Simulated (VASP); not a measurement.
# TePb (wurtzite type) (P6_3mc) in VASP: relaxation of cell and atoms with PBE

Aim: the relaxation of cell and atoms of TePb (wurtzite type) with PBE.

All numbers are computed with VASP 6.6.1; they aren't measurements. Logs are shortened: lines on timing, memory, paths and dates and some standing lists are left out, and cuts for length are marked.

### 1 The cell of the first run

The structure is hexagonal, space group P6_3mc (No. 186). Conventional cell: a = 4.056 Å, b = 4.056 Å, c = 6.611 Å, α = 90.00°, β = 90.00°, γ = 120.00°. Pb (site symmetry 3m) has 4 Te at 2.48 to 2.49 Å within 3.3 Å. Te (site symmetry 3m) has 4 Pb at 2.48 to 2.49 Å within 3.3 Å.

### 2 Relaxation of cell and atoms, PBE, target pressure 54 GPa, at which the enthalpy is minimised

INCAR

```
SYSTEM = TePb
PREC = Accurate ; ENCUT = 600
EDIFF = 1E-6 ; ISMEAR = -1
SIGMA = 0.08 ; LREAL = .False.
LASPH = .True. ; NELM = 100
ALGO = Normal ; ISIF = 3
LWAVE = .False. ; LCHARG = .False.
GGA = PE ; IBRION = 2
NSW = 60 ; EDIFFG = -0.005
PSTRESS = 540.0
```

KPOINTS

```
regular mesh
0
Gamma
  10 10 5
  0 0 0
```

POSCAR

```
TePb
1.0
    4.0557808452      0.0000000000      0.0000000000
   -2.0278904226      3.5124092441      0.0000000000
    0.0000000000      0.0000000000      6.6109227777
Pb Te
2 2
Direct
    0.3333333333      0.6666666667      0.0000000000
    0.6666666667      0.3333333333      0.5000000000
    0.3333333333      0.6666666667      0.3760000000
    0.6666666667      0.3333333333      0.8760000000
```

Potentials or basis: VASP PAW PBE potentials, release 64 (Pb_d, Te).

Started as:

```bash
$ cat potpaw_PBE.64/Pb_d/POTCAR potpaw_PBE.64/Te/POTCAR > POTCAR
$ mpirun -np 1 vasp_std > vasp.out
```

OUTCAR:

```text
SYSTEM = TePb
   PREC = Accurate
   ENCUT = 600
   EDIFF = 1E-6
   ISMEAR = -1
   LREAL = .False.
   LASPH = .True.
   NELM = 100
   ISIF = 3
   GGA = PE
   IBRION = 2
   NSW = 60
   EDIFFG = -0.005
   PSTRESS = 540.0

 ion  position               nearest neighbor table
   1  0.333  0.667  0.000-   4 2.48   4 2.48   4 2.48   3 2.49   2 4.05   2 4.05   2 4.05   2 4.05
                             2 4.05   2 4.05
   2  0.667  0.333  0.500-   3 2.48   3 2.48   3 2.48   4 2.49   1 4.05   1 4.05   1 4.05   1 4.05
                             1 4.05   1 4.05
   3  0.333  0.667  0.376-   2 2.48   2 2.48   2 2.48   1 2.49
   4  0.667  0.333  0.876-   1 2.48   1 2.48   1 2.48   2 2.49

  LATTYP: Found a hexagonal cell.
 ALAT       =     4.0557808452
 C/A-ratio  =     1.6300000000

  Lattice vectors:

 A1 = (   4.0557808452,   0.0000000000,   0.0000000000)
 A2 = (  -2.0278904226,   3.5124092441,   0.0000000000)
 A3 = (   0.0000000000,   0.0000000000,   6.6109227777)

Analysis of symmetry for initial positions (statically):
=====================================================================
 Subroutine PRICEL returns:
 Original cell was already a primitive cell.

 Routine SETGRP: Setting up the symmetry group for a
 hexagonal supercell.

 Subroutine GETGRP returns: Found 12 space group operations
 (whereof  6 operations were pure point group operations)
 out of a pool of 24 trial point group operations.

The static configuration has the point symmetry C_3v.
 The point group associated with its full space group is C_6v.

Analysis of symmetry for dynamics (positions and initial velocities):
=====================================================================
 Subroutine PRICEL returns:
 Original cell was already a primitive cell.

 Routine SETGRP: Setting up the symmetry group for a
 hexagonal supercell.

 Subroutine GETGRP returns: Found 12 space group operations
 (whereof  6 operations were pure point group operations)
 out of a pool of 24 trial point group operations.

The dynamic configuration has the point symmetry C_3v.
 The point group associated with its full space group is C_6v.

 Subroutine INISYM returns: Found 12 space group operations
 (whereof  6 operations are pure point group operations),
 and found     1 'primitive' translations

----------------------------------------------------------------------------------------

                                     Primitive cell

  volume of cell :      94.1763

[... 83 lines left out ...]
   PREC   = accura    normal or accurate (medium, high low for compatibility)
   ISTART =      0    job   : 0-new  1-cont  2-samecut
   ICHARG =      2    charge: 1-file 2-atom 10-const
   ISPIN  =      1    spin polarized calculation?
   LNONCOLLINEAR =      F non collinear calculations
   LSORBIT =      F    spin-orbit coupling
   LASPH  =      T    aspherical Exc in radial PAW
   ENCUT  =  600.0 eV  44.10 Ry    6.64 a.u.   8.10  8.10 13.20*2*pi/ulx,y,z
   NELM   =    100;   NELMIN=  2; NELMDL= -5     # of ELM steps
   EDIFF  = 0.1E-05   stopping-criterion for ELM
   LREAL  =      F    real-space projection
   EDIFFG = -.5E-02   stopping-criterion for IOM
   NSW    =     60    number of steps for IOM
   IBRION =      2    ionic relax: 0-MD 1-quasi-New 2-CG
   NFREE  =      1    steps in history (QN), initial steepest desc. (CG)
   ISIF   =      3    stress and relaxation
   ISYM   =      2    0-nonsym 1-usesym 2-fastsym
   POTIM  = 0.5000    time-step for ionic-motion
   TEBEG  =    0.0;   TEEND  =   0.0 temperature during run
   PSTRESS=  540.0 pullay stress
   NELECT =      40.0000    total number of electrons
   NUPDOWN=      -1.0000    fix difference up-down
   EMIN   =  10.00;   EMAX   =-10.00  energy-range for DOS
   EFERMI =   0.00;   METHOD = LEGACY
   ISMEAR =    -1;   SIGMA  =   0.08  broadening in eV -4-tet -1-fermi 0-gaus
   EFERMI_NEDOS =   21; number of points for ismear=-14 and -15
   IALGO  =     38    algorithm
   IMIX   =      4    mixing-type and parameters
     AMIX     =   0.40;   BMIX     =  1.00
     AMIX_MAG =   1.60;   BMIX_MAG =  1.00
  volume/ion in A,a.u.               =      23.54       158.88
  Fermi-wavevector in a.u.,A,eV,Ry     =   1.230593  2.325483 20.604091  1.514358
  Thomas-Fermi vector in A             =   2.365435
   LORBIT       =      0    0 simple, 1 ext, 2 COOP (PROOUT), +10 PAW based schemes
   GGA     = PE    functional components
   LHFCALC =     F    Hartree Fock is set to
   AEXX    =    0.0000 exact exchange contribution
   IVDW    =     0    specifies the selected vdW correction
   LEPSILON=     F    determine dielectric tensor
   LRPA    =     F    only Hartree local field effects (RPA)
 conjugate gradient relaxation of ions
 non-spin polarized calculation
  energy-cutoff  :      600.00
  volume of cell :       94.18
 maximum number of plane-waves:      3166
   NGX = 17   NGY = 17   NGZ = 27

--------------------------------------- Ionic step        1  -------------------------------------------

 number of electron      39.9999995 magnetization

 Free energy of the ion-electron system (eV)
  ---------------------------------------------------
  ext. energy  EPLUGINS =         0.00000000
  ---------------------------------------------------
  free energy    TOTEN  =        -0.67282509 eV

  energy without entropy =       -0.63495776  energy(sigma->0) =       -0.65389143

------------------------ aborting loop because EDIFF is reached ----------------------------------------

  FORCE on cell =-STRESS in cart. coord.  units (eV):
  Direction    XX          YY          ZZ          XY          YZ          ZX
  --------------------------------------------------------------------------------------
  -------------------------------------------------------------------------------------
  Total       48.5181560     48.5181560     46.8559688      0.0000000      0.0000000      0.0000000
  in kB      825.4165896    825.4165896    797.1385795      0.0000000      0.0000000      0.0000000
  external PRESSURE =     275.9905863 kB  Pullay stress =     540.0000000 kB
[... 1416 lines left out ...]
     23      13.4597      0.00000
     24      14.2790      0.00000

 [... further k-points ...]

[... ionic steps 4 to 48 ...]

--------------------------------------- Ionic step       49  -------------------------------------------

 number of electron      40.0000008 magnetization

------------------------ aborting loop because EDIFF is reached ----------------------------------------
[... 75 lines left out ...]
--------------------------------------- Ionic step       51  -------------------------------------------

 number of electron      40.0000007 magnetization

 Free energy of the ion-electron system (eV)
  ---------------------------------------------------
  ext. energy  EPLUGINS =         0.00000000
  ---------------------------------------------------
  free energy    TOTEN  =        -6.71416122 eV

  energy without entropy =       -6.66987456  energy(sigma->0) =       -6.69201789

 E-fermi :  10.5821     XC(G=0): -10.5129

 val. band max:       10.5790640877   @ k =   0.1000   0.0000   0.0000
 cond. band min:      10.5912637056   @ k =   0.1000   0.1000   0.4000
 fundamental gap:      0.0121996178
 Fermi energy:        10.5821112713
[... 683 lines left out ...]
  energy  without entropy=       -6.6698745593  energy(sigma->0) =       -6.69201789

  enthalpy is  TOTEN    =        26.8735360706 eV   P V=       33.5876972875

 reached required accuracy - stopping structural energy minimisation
```

CONTCAR:

```text
TePb
   1.00000000000000
     4.5664536246667939   -0.0000000000000000    0.0000000000000000
    -2.2832268123333970    3.9546648311845387   -0.0000000000000001
    -0.0000000000000000   -0.0000000000000001    5.5183382815014586
  Pb              Te
     2     2
Direct
     0.3333333332999970    0.6666666667000030    0.9380494610051883
     0.6666666667000030    0.3333333332999970    0.4380494610051880
     0.3333333332999970    0.6666666667000030    0.4379505389948096
     0.6666666667000030    0.3333333332999970    0.9379505389948094

  0.00000000E+00  0.00000000E+00  0.00000000E+00
  0.00000000E+00  0.00000000E+00  0.00000000E+00
  0.00000000E+00  0.00000000E+00  0.00000000E+00
  0.00000000E+00  0.00000000E+00  0.00000000E+00
```

Wall time 18 min (1 thread of Intel Xeon 6975P-C (Granite Rapids), shared host); peak memory 0.33 GiB.

What came out:

- Free energy: -6.7142 eV
- Relaxed volume: 24.91 Å³/atom
- Relaxed cell: a = 4.566 Å, b = 4.566 Å, c = 5.518 Å, α = 90.00°, β = 90.00°, γ = 120.00°
- Space group after relaxing (to 0.1 Å): P6_3/mmc (No. 194)
- Energy change on relaxing (the run minimises the enthalpy): -1510.3 meV/atom
- Ionic steps: 51
- Pressure after relaxing: 54.0 GPa
- Largest force after relaxing: 0.004 eV/Å
- Band gap on the k mesh: zero (bands 20 and 21 overlap by 0.55 eV)

Forces in eV/Å, atoms in the order of the input:
```
Pb   0.000  0.000 -0.004
Pb   0.000  0.000 -0.004
Te   0.000  0.000  0.004
Te   0.000  0.000  0.004
```

Step by step:
```csv
step,energy change (eV),largest force (eV/Å),pressure (GPa),volume (Å³)
1,0.0000,0.2915,81.60,94.18
3,-5.7051,0.0864,49.30,108.46
5,-4.8433,0.0297,54.04,105.79
7,-4.8313,0.4986,54.16,105.73
9,-4.7085,2.8130,54.89,105.25
11,-4.6564,3.2041,55.13,105.17
13,-4.6564,3.2045,55.14,105.17
15,-4.6562,3.2132,55.14,105.17
17,-4.6556,3.2484,55.14,105.17
19,-4.6528,3.3855,55.16,105.15
21,-4.6339,3.9509,55.29,105.10
23,-4.6398,4.1034,55.29,105.09
25,-4.6570,4.8071,55.30,105.03
27,-4.3881,7.7731,56.43,104.42
29,-4.6513,6.5306,55.36,104.81
31,-4.5251,8.4582,55.79,104.27
33,-4.9580,7.5478,54.25,104.61
35,-6.0474,4.2594,48.62,104.59
37,-6.4666,2.2738,50.06,102.46
39,-6.1220,1.2595,53.19,100.48
41,-6.1329,1.2306,53.16,100.43
43,-5.8336,0.5319,55.06,99.18
45,-6.1104,0.0391,53.61,99.86
47,-6.0367,0.0103,54.04,99.64
49,-6.0395,0.0123,54.05,99.65
51,-6.0413,0.0043,54.01,99.65
```

Final structure:
```
CELL_PARAMETERS angstrom
4.56645 0.00000 0.00000
-2.28323 3.95466 0.00000
0.00000 0.00000 5.51834
ATOMIC_POSITIONS crystal
Pb 0.33333 0.66667 0.93805
Pb 0.66667 0.33333 0.43805
Te 0.33333 0.66667 0.43795
Te 0.66667 0.33333 0.93795
```

Caveat: the cell is relaxed towards a set pressure, so the run minimises the enthalpy, not the energy; semilocal functionals underestimate gaps, and a narrow one can read as zero; a cell axis changed by over 15 % at a fixed basis, so the end point is rough; spin-orbit coupling is left out, which moves the levels of the heavy elements.
